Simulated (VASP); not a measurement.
# C (Amm2) in VASP: a series of runs, part 2 of 2

VASP 6.6.1. Earlier steps stand in the parts before.

### 3 Single point, PBE

The COD entry that gives the cell may itself be a prediction, so a difference from it is no test against experiment.

This run uses another cell than the first one, of 5.28 Å³/atom, 0.882 times its volume.

Contents of INCAR:

```
PREC = Accurate
ENCUT = 520
EDIFF = 1E-6
ISMEAR = 0
SIGMA = 0.05
LREAL = False
LASPH = True
NELM = 100
ALGO = Normal
ISIF = 2
LWAVE = False
LCHARG = False
GGA = PE
NBANDS = 26
```

Contents of KPOINTS:

```
Automatic mesh
0
Gamma
  12 12 4
```

Contents of POSCAR:

```
C
1.0
    2.4551126132      0.0000000000      0.0000000000
   -1.2275563066      2.1261898921      0.0000000000
    0.0000000000      0.0000000000      8.0970746369
C
8
Direct
   -0.0137570027     -0.0275140053      0.0929732494
   -0.0137570027     -0.0275140053      0.5929732494
   -0.0137570027     -0.0275140053      0.4070267506
   -0.0137570027     -0.0275140053      0.9070267506
    0.3470903360      0.6941806720      0.1555299995
    0.6804236693      0.3608473387      0.6555299995
    0.3470903360      0.6941806720      0.3444700005
    0.6804236693      0.3608473387      0.8444700005
```

Potentials or basis: VASP PAW PBE potentials, release 64 (C).

Command:

```console
$ cat potpaw_PBE.64/C/POTCAR > POTCAR
$ mpirun -np 1 vasp_std > vasp.out
```

Run time: 68 s. Hardware: 1 thread of AMD EPYC 9R45 (Zen 5), shared host; peak memory 0.18 GiB.

The run converged. Its results:

```
Free energy            : -71.2470 eV
Pressure               : 45.3 GPa
Largest force          : 5.142 eV/Å
Band gap on the k mesh : 3.14 eV, indirect (least direct gap 3.53 eV)
```

Forces on the atoms (eV/Å):
```
C    0.000  3.688 -0.528
C    0.000  5.097 -0.659
C    0.000  3.688  0.528
C    0.000  5.097  0.659
C    0.000 -3.695  0.597
C    0.000 -5.091  0.726
C    0.000 -3.695 -0.597
C    0.000 -5.091 -0.726
```

Stress tensor (GPa, compression positive):
```
43.42  0.00  0.00
 0.00 49.68  0.00
 0.00  0.00 42.82
```

Levels at points of the mesh, in eV from the valence-band top:
```
           k point  band 12  band 13  band 14  band 15  band 16  band 17  band 18  band 19  band 20  band 21
(0.00, 0.00, 0.00)    -1.94    -1.93    -0.99    -0.05     0.00     3.53     3.63     4.68     5.90     6.01
(0.50, 0.00, 0.00)    -6.49    -5.96    -5.54    -4.73    -3.83     3.14     4.80     4.84     4.94     6.20
(0.00, 0.50, 0.00)    -6.46    -6.07    -5.91    -4.82    -3.98     3.82     4.92     5.24     5.50     6.22
(0.00, 0.00, 0.50)    -3.26    -1.72    -1.64    -0.28    -0.23     3.79     3.86     5.53     5.73     6.05
(0.50, 0.00, 0.50)    -7.25    -6.09    -5.45    -4.77    -4.40     3.49     3.73     5.85     6.25     6.73
(0.00, 0.50, 0.50)    -7.10    -6.66    -5.19    -5.18    -4.42     3.97     4.50     5.29     6.56     7.46
```

Caveat: forces of over 1 eV/Å act on the atoms, so gaps and moduli don't describe the material at rest. As with any semilocal functional, this PBE gap is likely too small.

### 4 Single point, PBE

This run uses another cell than the first one, of 5.28 Å³/atom, 0.882 times its volume.

INCAR is that of step 3.

Contents of KPOINTS:

```
regular mesh
0
Gamma
  12 12 4
```

Contents of POSCAR:

```
C
1.0
    2.4551126132      0.0000000000      0.0000000000
   -1.2275563066      2.1261898921      0.0000000000
    0.0000000000      0.0000000000      8.0970746369
C
8
Direct
   -0.0027514005     -0.0055028011      0.0929732494
   -0.0027514005     -0.0055028011      0.5929732494
   -0.0027514005     -0.0055028011      0.4070267506
   -0.0027514005     -0.0055028011      0.9070267506
    0.3360847339      0.6721694677      0.1555299995
    0.6694180672      0.3388361344      0.6555299995
    0.3360847339      0.6721694677      0.3444700005
    0.6694180672      0.3388361344      0.8444700005
```

Command:

```console
$ cat potpaw_PBE.64/C/POTCAR > POTCAR
$ mpirun -np 1 vasp_std > vasp.out
```

Run time: 70 s. Hardware: 1 thread of AMD EPYC 9R45 (Zen 5), shared host; peak memory 0.18 GiB.

The run converged. Its results:

```
Free energy            : -72.2355 eV
Pressure               : 39.1 GPa
Largest force          : 0.914 eV/Å
Band gap on the k mesh : 4.64 eV, indirect (least direct gap 5.35 eV)
```

Forces on the atoms (eV/Å):
```
C    0.000  0.854 -0.053
C    0.000  0.910 -0.054
C    0.000  0.854  0.053
C    0.000  0.910  0.054
C    0.000 -0.854  0.095
C    0.000 -0.909  0.096
C    0.000 -0.854 -0.095
C    0.000 -0.909 -0.096
```

Stress tensor (GPa, compression positive):
```
38.96  0.00  0.00
 0.00 39.19  0.00
 0.00  0.00 39.12
```

Levels at points of the mesh, in eV from the valence-band top:
| k point | band 14 | band 15 | band 16 | band 17 | band 18 | band 19 |
| --- | --- | --- | --- | --- | --- | --- |
| (0.00, 0.00, 0.00) | -0.29 | 0.00 | 0.00 | 5.35 | 5.36 | 5.61 |
| (0.50, 0.00, 0.00) | -5.00 | -3.99 | -3.21 | 4.69 | 5.77 | 6.14 |
| (0.00, 0.50, 0.00) | -5.02 | -3.99 | -3.21 | 4.72 | 5.77 | 6.16 |
| (0.00, 0.00, 0.50) | -0.94 | -0.52 | -0.52 | 5.94 | 5.94 | 6.49 |
| (0.50, 0.00, 0.50) | -5.01 | -4.00 | -3.92 | 5.02 | 5.07 | 7.07 |
| (0.00, 0.50, 0.50) | -4.94 | -4.05 | -3.89 | 5.02 | 5.13 | 6.96 |

A k mesh can miss the band edges.

### 5 Single point, PBE

This run uses another cell than the first one, of 5.28 Å³/atom, 0.882 times its volume.

Contents of INCAR:

```
PREC = Accurate ; ENCUT = 520
EDIFF = 1E-6 ; ISMEAR = 0
SIGMA = 0.05 ; LREAL = False
LASPH = True ; NELM = 100
ALGO = Normal ; ISIF = 2
LWAVE = False ; LCHARG = False
GGA = PE ; NBANDS = 26
```

KPOINTS is that of step 4.

Contents of POSCAR:

```
C
1.0
    2.4551126132      0.0000000000      0.0000000000
   -1.2275563066      2.1261898921      0.0000000000
    0.0000000000      0.0000000000      8.0970746369
C
8
Direct
   -0.0082542016     -0.0165084032      0.0929732494
   -0.0082542016     -0.0165084032      0.5929732494
   -0.0082542016     -0.0165084032      0.4070267506
   -0.0082542016     -0.0165084032      0.9070267506
    0.3415875349      0.6831750699      0.1555299995
    0.6749208683      0.3498417365      0.6555299995
    0.3415875349      0.6831750699      0.3444700005
    0.6749208683      0.3498417365      0.8444700005
```

Potentials or basis: VASP PAW PBE potentials, release 64 (C).

Command:

```console
$ cat potpaw_PBE.64/C/POTCAR > POTCAR
$ mpirun -np 1 vasp_std > vasp.out
```

OUTCAR:

```text
PREC = Accurate
   ENCUT = 520
   EDIFF = 1E-6
   ISMEAR = 0
   LREAL = False
   LASPH = True
   NELM = 100
   ISIF = 2
   GGA = PE

 ion  position               nearest neighbor table
   1  0.992  0.983  0.093-   5 1.47   5 1.47   4 1.51   5 1.57
   2  0.992  0.983  0.593-   6 1.44   3 1.51   6 1.54   6 1.54
   3  0.992  0.983  0.407-   7 1.47   7 1.47   2 1.51   7 1.57
   4  0.992  0.983  0.907-   8 1.44   1 1.51   8 1.54   8 1.54
   5  0.342  0.683  0.156-   1 1.47   1 1.47   7 1.53   1 1.57
   6  0.675  0.350  0.656-   2 1.44   8 1.53   2 1.54   2 1.54
   7  0.342  0.683  0.344-   3 1.47   3 1.47   5 1.53   3 1.57
   8  0.675  0.350  0.844-   4 1.44   6 1.53   4 1.54   4 1.54

  LATTYP: Found a hexagonal cell.
 ALAT       =     2.4551126132
 C/A-ratio  =     3.2980461236

  Lattice vectors:

 A1 = (   2.4551126132,   0.0000000000,   0.0000000000)
 A2 = (  -1.2275563066,   2.1261898921,   0.0000000000)
 A3 = (   0.0000000000,   0.0000000000,   8.0970746369)

[... 184 lines left out ...]
  free energy    TOTEN  =       -71.90561593 eV

  energy without entropy =      -71.90561593  energy(sigma->0) =      -71.90561593

 E-fermi :  11.5192     XC(G=0): -13.6072

 val. band max:       11.2929518656   @ k =   0.0000   0.0000   0.0000
 cond. band min:      15.3706805317   @ k =   0.4167   0.0000   0.0000
 fundamental gap:      4.0777286661
 Fermi energy:        11.5191982126

 k-point     1 :       0.0000    0.0000    0.0000
  band No.  band energies     occupation
      1     -11.6993      2.00000
      2      -9.9736      2.00000
      3      -9.8672      2.00000
      4      -5.6236      2.00000
      5      -3.4306      2.00000
      6       3.6879      2.00000
[... 685 lines left out ...]
     25      22.7224      0.00000
     26      23.4748      0.00000

 [... further k-points ...]
[... 5 lines left out ...]
  --------------------------------------------------------------------------------------
  -------------------------------------------------------------------------------------
  Total       10.6785219     11.2502484     10.6455844      0.0000000      0.0000000      0.0000000
  in kB      404.7809959    426.4529124    403.5324647      0.0000000      0.0000000      0.0000000
  external PRESSURE =     411.5887910 kB  Pullay stress =       0.0000000 kB

 VOLUME and BASIS-vectors are now :
 -----------------------------------------------------------------------------
  energy-cutoff  :      520.00
  volume of cell :       42.27
      direct lattice vectors                 reciprocal lattice vectors
     2.455112613  0.000000000  0.000000000     0.407313292  0.235162439  0.000000000
    -1.227556307  2.126189892  0.000000000     0.000000000  0.470324877  0.000000000
     0.000000000  0.000000000  8.097074637     0.000000000  0.000000000  0.123501393

 POSITION                                       TOTAL-FORCE (eV/Angst)
 -----------------------------------------------------------------------------------
      1.22756      2.09109      0.75281        -0.000000      2.391026     -0.218622
      1.22756      2.09109      4.80135         0.000000      2.893368     -0.246515
      1.22756      2.09109      3.29573        -0.000000      2.391026      0.218622
      1.22756      2.09109      7.34426         0.000000      2.893368      0.246515
     -0.00000      1.45256      1.25934         0.000000     -2.393580      0.268871
      1.22756      0.74383      5.30788        -0.000000     -2.890815      0.296488
     -0.00000      1.45256      2.78920         0.000000     -2.393580     -0.268871
      1.22756      0.74383      6.83774        -0.000000     -2.890815     -0.296488
 -----------------------------------------------------------------------------------
    total drift:                               -0.000000     -0.000177     -0.000000

  FREE ENERGIE OF THE ION-ELECTRON SYSTEM (eV)
  ---------------------------------------------------
  free  energy   TOTEN  =       -71.9056159304 eV

  energy  without entropy=      -71.9056159304  energy(sigma->0) =      -71.90561593
```

stdout:

```text
POSCAR found type information on POSCAR C
 POSCAR found :  1 types and       8 ions
 scaLAPACK will be used
 LDA part: xc-table for (Slater+PW92), standard interpolation
 POSCAR, INCAR and KPOINTS ok, starting setup
 FFT: planning ... GRIDC
 FFT: planning ... GRID_SOFT
 FFT: planning ... GRID
 WAVECAR not read
 entering main loop
```

Wall time 69 s (1 thread of AMD EPYC 9R45 (Zen 5), shared host); peak memory 0.18 GiB.

What came out:

| Property | Result |
| --- | --- |
| Free energy | -71.9056 eV |
| Pressure | 41.2 GPa |
| Largest force | 2.906 eV/Å |
| Band gap on the k mesh | 4.08 eV, indirect (least direct gap 4.61 eV) |

Forces in eV/Å, atoms in the order of the input:
```
C    0.000  2.391 -0.219
C    0.000  2.893 -0.247
C    0.000  2.391  0.219
C    0.000  2.893  0.247
C    0.000 -2.394  0.269
C    0.000 -2.891  0.296
C    0.000 -2.394 -0.269
C    0.000 -2.891 -0.296
```

Caveat: forces of over 1 eV/Å act on the atoms, so gaps and moduli don't describe the material at rest. PBE gaps usually lie below the measured ones, often by a third to a half.
